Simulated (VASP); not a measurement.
# ZnSe (P4/nmm) in VASP: single point with LDA

Aim: the single point of ZnSe with LDA.

Program: VASP 6.6.1. These are calculated values, not measurements. Logs are shortened: lines on timing, memory, paths and dates and some standing lists are left out, and cuts for length are marked.

### Step 1. The cell of the first run

It takes space group P4/nmm (No. 129, tetragonal). Conventional cell: a = 4.102 Å, b = 4.102 Å, c = 5.887 Å, α = 90.00°, β = 90.00°, γ = 90.00°. Zn (site symmetry -4m2) has 4 Se at 2.63 Å and 4 Zn at 2.90 Å within 3.5 Å. Within 3.5 Å of Se (site symmetry 4mm) lie 4 Zn at 2.63 Å.

### Step 2. Single point, LDA

Contents of INCAR:

```
  ALGO = Normal
  EDIFF = 1E-6
  ENCUT = 500
  GGA_COMPAT = False
  ISIF = 2
  ISMEAR = 0
  LASPH = True
  LCHARG = False
  LREAL = False
  LWAVE = False
  NBANDS = 26
  NELM = 120
  PREC = Accurate
  SIGMA = 0.05
```

Contents of KPOINTS:

```
k-points
0
Gamma
  12 12 9
```

Contents of POSCAR:

```
ZnSe
1.0
    4.1020000000      0.0000000000      0.0000000000
    0.0000000000      4.1020000000      0.0000000000
    0.0000000000      0.0000000000      5.8869000000
Zn Se
2 2
Direct
    0.0000000000      0.0000000000      0.0000000000
    0.5000000000      0.5000000000      0.0000000000
    0.0000000000      0.5000000000      0.2797006019
    0.5000000000      0.0000000000      0.7202993981
```

Potentials or basis: VASP PAW LDA potentials, release 64 (Zn, Se).

Started as:

```
> cat potpaw_LDA.64/Zn/POTCAR potpaw_LDA.64/Se/POTCAR > POTCAR
> mpirun -np 1 vasp_std > vasp.out
```

OUTCAR:

```text
EDIFF = 1E-6
   ENCUT = 500
   ISIF = 2
   ISMEAR = 0
   LASPH = True
   LREAL = False
   NELM = 120
   PREC = Accurate

 ion  position               nearest neighbor table
   1  0.000  0.000  0.000-   3 2.63   4 2.63   3 2.63   4 2.63   2 2.90   2 2.90   2 2.90   2 2.90

   2  0.500  0.500  0.000-   3 2.63   4 2.63   4 2.63   3 2.63   1 2.90   1 2.90   1 2.90   1 2.90

   3  0.000  0.500  0.280-   1 2.63   2 2.63   1 2.63   2 2.63
   4  0.500  0.000  0.720-   1 2.63   2 2.63   2 2.63   1 2.63

  LATTYP: Found a simple tetragonal cell.
 ALAT       =     4.1020000000
 C/A-ratio  =     1.4351292053

  Lattice vectors:

 A1 = (   4.1020000000,   0.0000000000,   0.0000000000)
 A2 = (   0.0000000000,   4.1020000000,   0.0000000000)
 A3 = (   0.0000000000,   0.0000000000,   5.8869000000)

Analysis of symmetry for initial positions (statically):
=====================================================================
 Subroutine PRICEL returns:
 Original cell was already a primitive cell.

 Routine SETGRP: Setting up the symmetry group for a
 simple tetragonal supercell.

 Subroutine GETGRP returns: Found 16 space group operations
 (whereof  8 operations were pure point group operations)
 out of a pool of 16 trial point group operations.

The static configuration has the point symmetry D_2d.
 The point group associated with its full space group is D_4h.

Analysis of symmetry for dynamics (positions and initial velocities):
=====================================================================
 Subroutine PRICEL returns:
 Original cell was already a primitive cell.

 Routine SETGRP: Setting up the symmetry group for a
 simple tetragonal supercell.

 Subroutine GETGRP returns: Found 16 space group operations
 (whereof  8 operations were pure point group operations)
 out of a pool of 16 trial point group operations.

The dynamic configuration has the point symmetry D_2d.
 The point group associated with its full space group is D_4h.

 Subroutine INISYM returns: Found 16 space group operations
 (whereof  8 operations are pure point group operations),
 and found     1 'primitive' translations

----------------------------------------------------------------------------------------

                                     Primitive cell

  volume of cell :      99.0554

  direct lattice vectors                    reciprocal lattice vectors
     4.102000000  0.000000000  0.000000000     0.243783520  0.000000000  0.000000000
     0.000000000  4.102000000  0.000000000     0.000000000  0.243783520  0.000000000
     0.000000000  0.000000000  5.886900000     0.000000000  0.000000000  0.169868692

  length of vectors
     4.102000000  4.102000000  5.886900000     0.243783520  0.243783520  0.169868692

  position of ions in fractional coordinates (direct lattice)
     0.000000000  0.000000000  0.000000000
     0.500000000  0.500000000  0.000000000
     0.000000000  0.500000000  0.279700602
     0.500000000  0.000000000  0.720299398

  ion indices of the primitive-cell ions
   primitive index   ion index
                 1           1
                 2           2
                 3           3
                 4           4

----------------------------------------------------------------------------------------

 KPOINTS: k-points

Automatic generation of k-mesh.
 Grid dimensions read from file:
 generate k-points for:   12   12    9

 Generating k-lattice:

  Cartesian coordinates                     Fractional coordinates (reciprocal lattice)
     0.020315293  0.000000000  0.000000000     0.083333333  0.000000000  0.000000000
     0.000000000  0.020315293  0.000000000     0.000000000  0.083333333  0.000000000
     0.000000000  0.000000000  0.018874299     0.000000000  0.000000000  0.111111111

  Length of vectors
     0.020315293  0.020315293  0.018874299

  Shift w.r.t. Gamma in fractional coordinates (k-lattice)
     0.000000000  0.000000000  0.000000000

 Subroutine IBZKPT returns following result:
 ===========================================

 Found    140 irreducible k-points:

 Following reciprocal coordinates:
            Coordinates               Weight
  0.000000  0.000000  0.000000      1.000000
  0.083333  0.000000  0.000000      4.000000
  0.166667  0.000000  0.000000      4.000000
  0.250000  0.000000  0.000000      4.000000
  0.333333  0.000000  0.000000      4.000000
  0.416667  0.000000  0.000000      4.000000
[... 16 lines left out ...]
  0.333333  0.333333  0.000000      4.000000
  0.416667  0.333333  0.000000      8.000000
 [... further k-points ...]
   k-points           NKPTS =    140   k-points in BZ     NKDIM =    140   number of bands    NBANDS=     26
   number of dos      NEDOS =    301   number of ions     NIONS =      4
   total plane-waves  NPLWV =  43200
   dimension x,y,z NGX =    30 NGY =   30 NGZ =   48
   dimension x,y,z NGXF=    60 NGYF=   60 NGZF=   96
   ions per type =               2   2
   NGX,Y,Z   is equivalent  to a cutoff of  12.16, 12.16, 13.56 a.u.
   NGXF,Y,Z  is equivalent  to a cutoff of  24.32, 24.32, 27.11 a.u.
 SYSTEM =  unknown system
   PREC   = accura    normal or accurate (medium, high low for compatibility)
   ISTART =      0    job   : 0-new  1-cont  2-samecut
   ICHARG =      2    charge: 1-file 2-atom 10-const
   ISPIN  =      1    spin polarized calculation?
   LNONCOLLINEAR =      F non collinear calculations
   LSORBIT =      F    spin-orbit coupling
   LASPH  =      T    aspherical Exc in radial PAW
   ENCUT  =  500.0 eV  36.75 Ry    6.06 a.u.   7.48  7.48 10.73*2*pi/ulx,y,z
   NELM   =    120;   NELMIN=  2; NELMDL= -5     # of ELM steps
   EDIFF  = 0.1E-05   stopping-criterion for ELM
   LREAL  =      F    real-space projection
   EDIFFG = 0.1E-04   stopping-criterion for IOM
   NSW    =      0    number of steps for IOM
   IBRION =     -1    ionic relax: 0-MD 1-quasi-New 2-CG
   NFREE  =      0    steps in history (QN), initial steepest desc. (CG)
   ISIF   =      2    stress and relaxation
   ISYM   =      2    0-nonsym 1-usesym 2-fastsym
   POTIM  = 0.5000    time-step for ionic-motion
   TEBEG  =    0.0;   TEEND  =   0.0 temperature during run
   PSTRESS=    0.0 pullay stress
   NELECT =      36.0000    total number of electrons
   NUPDOWN=      -1.0000    fix difference up-down
   EMIN   =  10.00;   EMAX   =-10.00  energy-range for DOS
   EFERMI =   0.00;   METHOD = LEGACY
   ISMEAR =     0;   SIGMA  =   0.05  broadening in eV -4-tet -1-fermi 0-gaus
   EFERMI_NEDOS =   21; number of points for ismear=-14 and -15
   IALGO  =     38    algorithm
   IMIX   =      4    mixing-type and parameters
     AMIX     =   0.40;   BMIX     =  1.00
     AMIX_MAG =   1.60;   BMIX_MAG =  1.00
  volume/ion in A,a.u.               =      24.76       167.11
  Fermi-wavevector in a.u.,A,eV,Ry     =   1.168287  2.207743 18.570528  1.364895
  Thomas-Fermi vector in A             =   2.304776
   LORBIT       =      0    0 simple, 1 ext, 2 COOP (PROOUT), +10 PAW based schemes
   GGA     = CA    functional components
   LHFCALC =     F    Hartree Fock is set to
   AEXX    =    0.0000 exact exchange contribution
   IVDW    =     0    specifies the selected vdW correction
   LEPSILON=     F    determine dielectric tensor
   LRPA    =     F    only Hartree local field effects (RPA)
 non-spin polarized calculation
 Gauss-broadening in eV      SIGMA  =   0.05
  energy-cutoff  :      500.00
  volume of cell :       99.06
 maximum number of plane-waves:      2554
 NGX is ok and might be reduce to    30
   NGX = 15   NGY = 15   NGZ = 21

 number of electron      35.9999961 magnetization

 Free energy of the ion-electron system (eV)
  ---------------------------------------------------
  ext. energy  EPLUGINS =         0.00000000
  ---------------------------------------------------
  free energy    TOTEN  =       -13.52798793 eV

  energy without entropy =      -13.52798793  energy(sigma->0) =      -13.52798793

 E-fermi :   1.1355     XC(G=0):  -9.3643

 val. band max:        0.9367592268   @ k =   0.0000   0.0000   0.0000
 cond. band min:       2.1132118401   @ k =   0.0000   0.0000   0.0000
 fundamental gap:      1.1764526133
 Fermi energy:         1.1355244559

 k-point     1 :       0.0000    0.0000    0.0000
  band No.  band energies     occupation
      1     -11.9102      2.00000
      2     -10.9963      2.00000
      3      -6.0234      2.00000
      4      -6.0107      2.00000
      5      -5.8885      2.00000
      6      -5.8554      2.00000
[... 18 lines left out ...]
     25      10.3848      0.00000
     26      10.6620      0.00000

 k-point     2 :       0.0833    0.0000    0.0000
  band No.  band energies     occupation
      1     -11.8828      2.00000
      2     -10.9959      2.00000
      3      -6.0149      2.00000
      4      -5.9923      2.00000
      5      -5.8809      2.00000
      6      -5.8514      2.00000
[... 18 lines left out ...]
     25      10.2853      0.00000
     26      10.7059      0.00000

 k-point     3 :       0.1667    0.0000    0.0000
  band No.  band energies     occupation
      1     -11.8039      2.00000
      2     -10.9979      2.00000
      3      -5.9893      2.00000
      4      -5.9401      2.00000
      5      -5.8588      2.00000
      6      -5.8376      2.00000
[... 18 lines left out ...]
     25       9.7098      0.00000
     26       9.8128      0.00000

 k-point     4 :       0.2500    0.0000    0.0000
  band No.  band energies     occupation
      1     -11.6825      2.00000
      2     -11.0119      2.00000
      3      -5.9468      2.00000
      4      -5.8642      2.00000
      5      -5.8238      2.00000
      6      -5.8085      2.00000
[... 18 lines left out ...]
     25       8.8768      0.00000
     26       9.1252      0.00000
[... 496 lines left out ...]
      1     -11.1186      2.00000
      2     -11.1186      2.00000
      3      -5.8900      2.00000
      4      -5.8900      2.00000
      5      -5.6835      2.00000
      6      -5.6835      2.00000
[... 18 lines left out ...]
     25      10.5725      0.00000
     26      10.5725      0.00000

 k-point    23 :       0.3333    0.3333    0.0000
  band No.  band energies     occupation
      1     -11.2469      2.00000
      2     -10.9907      2.00000
      3      -6.0092      2.00000
      4      -5.7870      2.00000
      5      -5.7621      2.00000
      6      -5.7156      2.00000
[... 18 lines left out ...]
     25       9.3678      0.00000
     26       9.9538      0.00000

 k-point    24 :       0.4167    0.3333    0.0000
  band No.  band energies     occupation
      1     -11.1413      2.00000
      2     -11.0066      2.00000
      3      -5.9921      2.00000
      4      -5.8748      2.00000
      5      -5.7174      2.00000
      6      -5.6825      2.00000
[... 18 lines left out ...]
     25      10.1945      0.00000
     26      10.5713      0.00000

 [... further k-points ...]
[... 5 lines left out ...]
  --------------------------------------------------------------------------------------
  -------------------------------------------------------------------------------------
  Total       -4.5108843     -4.5108843     -6.4025319      0.0000000      0.0000000      0.0000000
  in kB      -72.9615919    -72.9615919   -103.5581686      0.0000000      0.0000000      0.0000000
  external PRESSURE =     -83.1604508 kB  Pullay stress =       0.0000000 kB

 VOLUME and BASIS-vectors are now :
 -----------------------------------------------------------------------------
  energy-cutoff  :      500.00
  volume of cell :       99.06
      direct lattice vectors                 reciprocal lattice vectors
     4.102000000  0.000000000  0.000000000     0.243783520  0.000000000  0.000000000
     0.000000000  4.102000000  0.000000000     0.000000000  0.243783520  0.000000000
     0.000000000  0.000000000  5.886900000     0.000000000  0.000000000  0.169868692

 POSITION                                       TOTAL-FORCE (eV/Angst)
 -----------------------------------------------------------------------------------
      0.00000      0.00000      0.00000         0.000000     -0.000000      0.000000
      2.05100      2.05100      0.00000        -0.000000      0.000000      0.000000
      0.00000      2.05100      1.64657         0.000000      0.000000     -1.700115
      2.05100      0.00000      4.24033         0.000000     -0.000000      1.700115
 -----------------------------------------------------------------------------------
    total drift:                                0.000000      0.000000      0.000000

  FREE ENERGIE OF THE ION-ELECTRON SYSTEM (eV)
  ---------------------------------------------------
  free  energy   TOTEN  =       -13.5279879276 eV

  energy  without entropy=      -13.5279879276  energy(sigma->0) =      -13.52798793
```

Wall time 2.8 min (1 thread of AMD EPYC 7R13 (Zen 3), shared host); peak memory 0.36 GiB.

Results:

```yaml
Free_energy: -13.5280 eV
Pressure: -8.3 GPa
Largest_force: 1.700 eV/Å
Band_gap_on_the_k_mesh: 1.18 eV
```

Forces in eV/Å, atoms in the order of the input:
```
Zn   0.000  0.000  0.000
Zn   0.000  0.000  0.000
Se   0.000  0.000 -1.700
Se   0.000  0.000  1.700
```

Caveat: the cell stands under tension; an odd mesh through Γ misses points on the zone boundary, where band edges can lie; forces of over 1 eV/Å act on the atoms, so gaps and moduli don't describe the material at rest.
